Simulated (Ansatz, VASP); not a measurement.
**One calculation of Zr2HS4, two programs**

The input INCAR:

```
SYSTEM = Zr2HS4
ALGO = Normal
DIPOL = 0.5 0.5 0.278
EDIFF = 1E-6
ENCUT = 400
GGA = PE
GGA_COMPAT = .FALSE.
IDIPOL = 3
ISIF = 2
ISMEAR = 0
IVDW = 12
LASPH = .TRUE.
LCHARG = .TRUE.
LDIPOL = .TRUE.
LELF = .TRUE.
LREAL = .FALSE.
LVACPOTAV = .TRUE.
LVHAR = .TRUE.
LWAVE = .FALSE.
NBANDS = 62
NELM = 120
NELMDL = -8
PREC = Accurate
SIGMA = 0.05
```

Contents of KPOINTS:

```
k-points
0
G
  6 6 1
  0 0 0
```

Contents of POSCAR:

```
Zr2HS4
1.0
    7.2976778227      0.0000000000      0.0000000000
   -3.6488389114      6.3199743831      0.0000000000
    0.0000000000      0.0000000000     20.9171506047
S Zr H
8 4 2
Direct
    0.3333333333      0.1666666667      0.1912306354
    0.3333333333      0.6666666667      0.1912306354
    0.8333333333      0.1666666667      0.1912306354
    0.8333333333      0.6666666667      0.1912306354
    0.1666666667      0.3333333333      0.3306927762
    0.1666666667      0.8333333333      0.3306927762
    0.6666666667      0.3333333333      0.3306927762
    0.6666666667      0.8333333333      0.3306927762
    0.0000000000      0.0000000000      0.2609617058
    0.0000000000      0.5000000000      0.2609617058
    0.5000000000      0.0000000000      0.2609617058
    0.5000000000      0.5000000000      0.2609617058
    0.3699497052      0.7398994103      0.3828031244
    0.4633836282      0.9267672564      0.3828031244
```

Input for Ansatz:

```yaml
crystal:
  lattice:
    - [7.2976778227, 0.0, 0.0]
    - [-3.6488389114, 6.3199743831, 0.0]
    - [0.0, 0.0, 20.9171506047]
  atoms:
    - { symbol: S, position: [0.3333333333, 0.1666666667, 0.1912306354] }
    - { symbol: S, position: [0.3333333333, 0.6666666667, 0.1912306354] }
    - { symbol: S, position: [0.8333333333, 0.1666666667, 0.1912306354] }
    - { symbol: S, position: [0.8333333333, 0.6666666667, 0.1912306354] }
    - { symbol: Zr, position: [0.0, 0.0, 0.2609617058] }
    - { symbol: Zr, position: [0.0, 0.5, 0.2609617058] }
    - { symbol: Zr, position: [0.5, 0.0, 0.2609617058] }
    - { symbol: Zr, position: [0.5, 0.5, 0.2609617058] }
    - { symbol: S, position: [0.1666666667, 0.3333333333, 0.3306927762] }
    - { symbol: S, position: [0.1666666667, 0.8333333333, 0.3306927762] }
    - { symbol: S, position: [0.6666666667, 0.3333333333, 0.3306927762] }
    - { symbol: S, position: [0.6666666667, 0.8333333333, 0.3306927762] }
    - { symbol: H, position: [0.3699497052, 0.7398994103, 0.3828031244] }
    - { symbol: H, position: [0.4633836282, 0.9267672564, 0.3828031244] }
basis:
  ecutwfc: 420
kpoints:
  mp_grid: { grid: [6, 6, 1] }
hamiltonian:
  xc: pbe
  pseudopotentials: { kind: paw, azcp: { folder: soft_1 } }
  dispersion: d3bj
scf:
  occupations: { method: gaussian, width: 0.05 }
output:
  forces: true
  eigenvalues: true
efield:
  axis: 3
  dipole_correction: true
  ramp_width: 0.04
```

Alike in both runs: task single point; functional PBE; dispersion D3(BJ); k mesh 6 × 6 × 1; occupations gaussian, width 0.05 eV; no spin polarisation.

```csv
,VASP,Ansatz
version,VASP 6.6.1,Ansatz 0.2.0
potentials or method,"VASP PAW PBE potentials, release 64 (S, Zr_sv, H), cutoff 400 eV","scalar-relativistic, plane waves, PAW"
valence electrons in the cell,98,98
```

```tsv
	VASP	Ansatz	Ansatz less VASP
gap on the k mesh at the Fermi level (eV)	0.67	0.66	-0.001
least direct gap on the mesh (eV)	0.74	0.74	-0.002
rms of the force components (eV/Å)	0.938	0.936	-0.0016
```
